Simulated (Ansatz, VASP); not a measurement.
## One calculation of In, two programs

Contents of INCAR:

```
ALGO = Normal
EDIFF = 1E-7
ENCUT = 520
GGA = PE
ISIF = 2
ISMEAR = -1
KPAR = 4
LASPH = T
LCHARG = F
LREAL = F
LWAVE = F
NBANDS = 20
NELM = 100
PREC = Accurate
SIGMA = 0.1
```

The input KPOINTS:

```
k-points
0
Gamma
  19 19 17
```

POSCAR

```
In
1.0
   -3.8453510020      3.8182200821      1.5718084737
    3.8182200821     -3.8453510020      1.5718084737
    2.1202316474      2.1202316474     -1.6214988031
In
2
Direct
    0.9991953670      0.0008046330      1.0000000000
    0.7508046330      0.2491953670      0.5000000000
```

Input for Ansatz:

```yaml
crystal:
  lattice:
    - [-3.845351002, 3.8182200821, 1.5718084737]
    - [3.8182200821, -3.845351002, 1.5718084737]
    - [2.1202316474, 2.1202316474, -1.6214988031]
  atoms:
    - { symbol: In, position: [0.999195367, 0.000804633, 1.0] }
    - { symbol: In, position: [0.750804633, 0.249195367, 0.5] }
hamiltonian:
  xc: pbe
  pseudopotentials:
    kind: paw
    azcp:
      In: "pseudopotentials/In.paw.azcp"
basis:
  ecutwfc: 420
  fft_grid_basis: typed
kpoints:
  mp_grid: { grid: [19, 19, 17], shift: [0, 0, 0] }
magnetization:
  spin_polarized: false
scf:
  occupations: { method: fermi_dirac, width: 0.1 }
output:
  stress: true
```

Alike in both runs: task single point; functional PBE; k mesh 19 × 19 × 17; occupations fermi-dirac, width 0.1 eV; no spin polarisation.

```csv
,VASP,Ansatz
version,VASP 6.6.1,Ansatz 0.2.0
potentials or method,"VASP PAW PBE potentials, release 64 (In_d), cutoff 520 eV","plane waves (420 eV) with PAW, scalar-relativistic"
valence electrons in the cell,26,26
```

VASP gave:

```
pressure (GPa)                                                : 3.6
traceless stress, the component that is largest in VASP (GPa) : -0.27
```

Q: What did Ansatz give for the same quantities?

A: Pressure (GPa): 3.7; traceless stress, the component that is largest in VASP (GPa): -0.26.
